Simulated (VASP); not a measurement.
**TiMoSe4: single point with PBE**

Crystal: TiMoSe4.

```
CELL_PARAMETERS angstrom
14.37435 0.00000 0.00000
0.00000 3.38512 0.00000
0.00000 0.00000 5.90882
ATOMIC_POSITIONS crystal
Ti 0.75000 0.00000 0.67528
Ti 0.25000 0.00000 0.32472
Mo 0.75000 0.50000 0.15666
Mo 0.25000 0.50000 0.84334
Se 0.86668 0.50000 0.82945
Se 0.63332 0.50000 0.82945
Se 0.86325 0.00000 0.32408
Se 0.63675 0.00000 0.32408
Se 0.13332 0.50000 0.17055
Se 0.36668 0.50000 0.17055
Se 0.13675 0.00000 0.67592
Se 0.36325 0.00000 0.67592
```

| Item | Value |
| --- | --- |
| Program | VASP 6.6.1 |
| Task | single point |
| Functional | PBE |
| Potentials or basis | VASP PAW PBE potentials, release 64 (Ti_sv, Mo_sv, Se) |
| Cutoff | 520 eV |
| k mesh | 1 × 4 × 2 |
| Occupations | gaussian, width 0.15 eV |
| Spin | collinear spin, ferromagnetic start |
| Starting moments | [1.0, 1.0, 1.0, 1.0, 0.0, 0.0, 0.0, 0.0, 0.0, 0.0, 0.0, 0.0] μB |

```
Pressure                                              : 0.3 GPa
Largest force                                         : 0.044 eV/Å
Band gap on the k mesh                                : zero (filled and empty bands overlap)
Net moment                                            : 0.00 μB per cell
Valence electrons inside the program's atomic spheres : Ti 10.20; Mo 12.31; Se 3.86, 3.84
```

Forces in eV/Å, atoms in the order of the input:
```
Ti   0.000  0.000 -0.010
Ti   0.000  0.000  0.010
Mo   0.000  0.000 -0.024
Mo   0.000  0.000  0.024
Se   0.026  0.000 -0.005
Se  -0.026  0.000 -0.005
Se   0.039  0.000  0.020
Se  -0.039  0.000  0.020
Se  -0.026  0.000  0.005
Se   0.026  0.000  0.005
Se  -0.039  0.000 -0.020
Se   0.039  0.000 -0.020
```

Stress tensor (GPa, compression positive):
```
0.43 0.00 0.00
0.00 0.29 0.00
0.00 0.00 0.24
```

Levels at points of the mesh, in eV from the Fermi level:
Spin up:
```
           k point  band 47  band 48  band 49  band 50  band 51  band 52  band 53  band 54
(0.00, 0.00, 0.00)    -0.32    -0.29    -0.28    -0.19     0.50     0.91     2.06     2.07
(0.00, 0.50, 0.00)    -1.05    -1.04    -0.04     0.04     0.17     0.20     1.64     1.77
(0.00, 0.00, 0.50)    -0.61    -0.58    -0.38    -0.36     0.34     0.36     1.80     1.97
(0.00, 0.50, 0.50)    -0.63    -0.60    -0.42    -0.42    -0.17    -0.05     1.71     1.71
```
Spin down:
```
           k point  band 46  band 47  band 48  band 49  band 50  band 51  band 52  band 53  band 54  band 55
(0.00, 0.00, 0.00)    -0.45    -0.32    -0.29    -0.28    -0.19     0.50     0.91     2.06     2.07     2.30
(0.00, 0.50, 0.00)    -1.24    -1.05    -1.04    -0.04     0.04     0.17     0.20     1.64     1.77     2.16
(0.00, 0.00, 0.50)    -0.72    -0.61    -0.58    -0.38    -0.36     0.34     0.36     1.80     1.97     2.22
(0.00, 0.50, 0.50)    -0.70    -0.63    -0.60    -0.42    -0.42    -0.16    -0.05     1.71     1.71     2.23
```

Wall time 8.8 min on 1 thread of Oxide Virtual Turin-like Processor (shared host), peak memory 0.54 GiB.

Caveat: the k points lie up to 0.53 Å⁻¹ apart; this functional lacks dispersion, which binds the layers, so the pressure and a relaxed spacing across them are unreliable.
